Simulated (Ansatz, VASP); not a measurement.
**One calculation of Ag, two programs**

Contents of POSCAR:

```
Ag
1.0
    2.9923652739      0.0000000000      0.0000000000
   -1.4961826370      2.5914643446      0.0000000000
    0.0000000000      0.0000000000      9.4669946005
Ag
4
Direct
    0.3333333333      0.6666666667      0.2500000000
    0.6666666667      0.3333333333      0.7500000000
    0.0000000000      0.0000000000      0.0000000000
    0.0000000000      0.0000000000      0.5000000000
```

INCAR.step1

```
ALGO     = Normal         # electronic algorithm
EDIFF    = 1E-4           # SCF threshold, eV
ENCUT    = 520            # plane-wave cutoff, eV
GGA      = PE             # functional
ISMEAR   = 0              # smearing method
LASPH    = T              # aspherical terms in the spheres
LCHARG   = F              # write CHGCAR
LREAL    = F              # projectors in reciprocal space
LWAVE    = T              # write WAVECAR
NBANDS   = 30             # bands
NELM     = 60             # most SCF steps
PREC     = Accurate       # precision mode
SIGMA    = 0.15           # smearing width, eV
```

File INCAR.step2:

```
ALGO     = Normal         # electronic algorithm
EDIFF    = 1E-6           # SCF threshold, eV
ENCUT    = 520            # plane-wave cutoff, eV
ISIF     = 2              # what is computed and relaxed
ISMEAR   = 0              # smearing method
ISTART   = 1            
LASPH    = T              # aspherical terms in the spheres
LCHARG   = F              # write CHGCAR
LMIXTAU  = T            
LREAL    = F              # projectors in reciprocal space
LWAVE    = F              # write WAVECAR
METAGGA  = R2SCAN         # meta-GGA
NBANDS   = 30             # bands
NELM     = 60             # most SCF steps
PREC     = Accurate       # precision mode
SIGMA    = 0.15           # smearing width, eV
```

File KPOINTS:

```
k-points
0
Gamma
  18 18 6
```

Input for Ansatz:

```yaml
crystal:
  lattice:
    - [2.9923652739, 0.0, 0.0]
    - [-1.496182637, 2.5914643446, 0.0]
    - [0.0, 0.0, 9.4669946005]
  atoms:
    - { symbol: Ag, position: [0.3333333333, 0.6666666667, 0.25] }
    - { symbol: Ag, position: [0.6666666667, 0.3333333333, 0.75] }
    - { symbol: Ag, position: [0.0, 0.0, 0.0] }
    - { symbol: Ag, position: [0.0, 0.0, 0.5] }
basis:
  ecutwfc: 500
kpoints:
  mp_grid: { grid: [18, 18, 6] }
hamiltonian:
  xc: r2scan
scf:
  occupations: { method: gaussian, width: 0.15 }
output:
  forces: true
  stress: true
  eigenvalues: true
```

Change from the starting cell: strain +0.030 along x and y, +0.000 along z, atoms carried along.

Alike in both runs: task single point; functional r2SCAN; k mesh 18 × 18 × 6; occupations gaussian, width 0.15 eV; no spin polarisation.

|  | VASP | Ansatz |
| --- | --- | --- |
| version | VASP 6.6.1 | Ansatz 0.2.0 |
| potentials or method | VASP PAW PBE potentials, release 64 (Ag), cutoff 520 eV | scalar-relativistic, plane waves, PAW |
| valence electrons in the cell | 44 | 76 |

Ansatz gave:

- gap on the k mesh at the Fermi level (eV): none
- pressure (GPa): -5.0
- traceless stress, the component that is largest in VASP (GPa): 1.52

**Question.** Which values does VASP return?

**Answer.** gap on the k mesh at the Fermi level (eV): none; pressure (GPa): -4.9; traceless stress, the component that is largest in VASP (GPa): 1.54.

VASP's potentials were made for PBE, not for r2SCAN. A gap of «none» marks a metal or a gap that the smearing closes. The functional is the same, so the differences come from potentials, cutoffs and numerics. VASP's potentials hold 44 valence electrons a cell and Ansatz's 76, so a difference there can come from the potentials and not from the codes.
